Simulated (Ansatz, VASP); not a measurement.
TlMo4F: VASP beside Ansatz

```xyz
6
Lattice="0.0000 3.7573 3.7573 3.7573 0.0000 3.7573 3.7573 3.7573 0.0000" Properties=species:S:1:pos:R:3 pbc="T T T"
Tl    0.0000    0.0000    0.0000
Mo    4.6997    4.6997    2.8150
Mo    4.6997    2.8150    4.6997
Mo    2.8150    4.6997    4.6997
Mo    2.8150    2.8150    2.8150
F     5.6360    5.6360    5.6360
```

Change from the starting cell: species swapped into the YbInCu4 type (F-43m, No. 216).

Alike in both runs: task single point; functional PBE; k mesh 4 × 4 × 4; occupations gaussian, width 0.1 eV; collinear spin.

|  | VASP | Ansatz |
| --- | --- | --- |
| version | VASP 6.6.1 | Ansatz 0.2.0 |
| potentials or method | VASP PAW PBE potentials, release 64 (Tl_d, Mo_sv, F), cutoff 520 eV | scalar-relativistic, plane waves, PAW |
| valence electrons in the cell | 76 | 76 |

VASP gave:

- gap on the k mesh at the Fermi level (eV): none
- pressure (GPa): -0.4
- rms of the force components (eV/Å): 0.807
- net moment per atom (μB): 0.00

Problem. Which values does Ansatz return?

Solution. gap on the k mesh at the Fermi level (eV): none; pressure (GPa): -0.6; rms of the force components (eV/Å): 0.805; net moment per atom (μB): 0.00.

Atom by atom the forces differ by 0.002 eV/Å (rms over components). A gap of «none» marks a metal or a gap that the smearing closes. With one functional, cell and mesh, what is left measures potentials, basis and numerics. Ansatz's warnings: seeded moment not kept.

The k mesh is coarse, so the values compare programs but aren't converged. Spin-orbit coupling is off throughout.
